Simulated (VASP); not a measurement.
Crystal: SrCdSiS4.

```
CELL_PARAMETERS angstrom
10.26308 0.00000 0.00000
0.00000 5.04368 3.16344
0.00000 -5.04368 3.16344
ATOMIC_POSITIONS crystal
Sr 0.00000 0.00165 0.00165
Sr 0.50000 0.00165 0.00165
Cd 0.75000 0.27438 0.60680
Cd 0.25000 0.60680 0.27438
Si 0.75000 0.70753 0.27107
Si 0.25000 0.27107 0.70753
S 0.41800 0.46492 0.91544
S 0.58200 0.91544 0.46492
S 0.08200 0.46492 0.91544
S 0.91800 0.91544 0.46492
S 0.75000 0.71387 0.91192
S 0.25000 0.91192 0.71387
S 0.75000 0.32428 0.19053
S 0.25000 0.19053 0.32428
```

Base run:

| Item | Value |
| --- | --- |
| Program | VASP 6.6.1 |
| Functional | r2SCAN |
| Potentials or basis | VASP PAW PBE potentials, release 64 (Sr_sv, Cd, Si, S) |
| Cutoff | 520 eV |
| k mesh | 4 × 6 × 6 |
| Occupations | gaussian, width 0.03 eV |
| Spin | no spin polarisation |

Its results: band gap on the k mesh 3.26 eV (least direct gap 3.31 eV); pressure 1.3 GPa; largest force 0.304 eV/Å.

The run is repeated on the same cell with these changes: functional from r2SCAN to PBE. What comes out?

Band gap on the k mesh 2.83 eV (least direct gap 2.90 eV); pressure 2.5 GPa; largest force 0.127 eV/Å.

Caveats: the PAW data sets were made with another functional, which shifts forces and pressure a little (at least some runs).
